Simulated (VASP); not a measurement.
Crystal: AgCl.

```
Ag Cl
1.0
     3.43397    0.00000    0.00000
     0.00000    3.43397    0.00000
     0.00000    0.00000    3.43397
Ag Cl
1 1
Direct
  0.00000 0.00000 0.00000
  0.50000 0.50000 0.50000
```

Base run:

```yaml
Program: VASP 6.6.1
Functional: PBE
Dispersion: D3(BJ)
Potentials_or_basis: VASP PAW PBE potentials, release 64 (Ag, Cl)
Cutoff: 500 eV
k_mesh: 8 × 8 × 8
Occupations: gaussian, width 0.1 eV
Spin: no spin polarisation
```

Its results: band gap on the k mesh 0.57 eV, indirect (least direct gap 2.08 eV); pressure -2.9 GPa.

Task: After a change of settings the same cell gave: band gap on the k mesh 0.57 eV, indirect (least direct gap 2.08 eV); pressure -0.2 GPa. Which change was it?
A. dispersion from D3(BJ) to none; occupations from gaussian, width 0.1 eV to methfessel-paxton, width 0.046 eV
B. functional from PBE to revPBE; occupations from gaussian, width 0.1 eV to gaussian, width 0.01 eV
C. occupations from gaussian, width 0.1 eV to methfessel-paxton, width 0.1 eV

Result: A.
